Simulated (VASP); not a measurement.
Input of a VASP 6.6.1 run:

Contents of INCAR:

```
SYSTEM = Cu
PREC = Accurate
ENCUT = 520
EDIFF = 1E-6
ISMEAR = 0
SIGMA = 0.15
LREAL = .FALSE.
LASPH = .TRUE.
NELM = 100
ALGO = Fast
ISIF = 2
LWAVE = .FALSE.
LCHARG = .FALSE.
GGA = CA
NBANDS = 12
```

File KPOINTS:

```
regular mesh
0
G
  22 22 22
  0 0 0
```

Contents of POSCAR:

```
Cu
1.0
   -1.3738500000      1.3738500000      1.3075500000
    1.3738500000     -1.3738500000      1.3075500000
    1.3738500000      1.3738500000     -1.3075500000
Cu
1
Direct
    0.0000000000      0.0000000000      0.0000000000
```

Potentials or basis: VASP PAW LDA potentials, release 64 (Cu).

The run is started by

```console
$ cat potpaw_LDA.64/Cu/POTCAR > POTCAR
$ mpirun -np 1 vasp_std > vasp.out
```

Q: What does it give for the band gap on the k mesh?

A: Zero (an odd number of electrons rules out a gap without spin polarisation).

Q: What does it give for the pressure?

A: 26.2 GPa.

Stress tensor (GPa, compression positive):
```
26.08  0.00  0.00
 0.00 26.08  0.00
 0.00  0.00 26.47
```

Caveat: the cell stands under pressure.
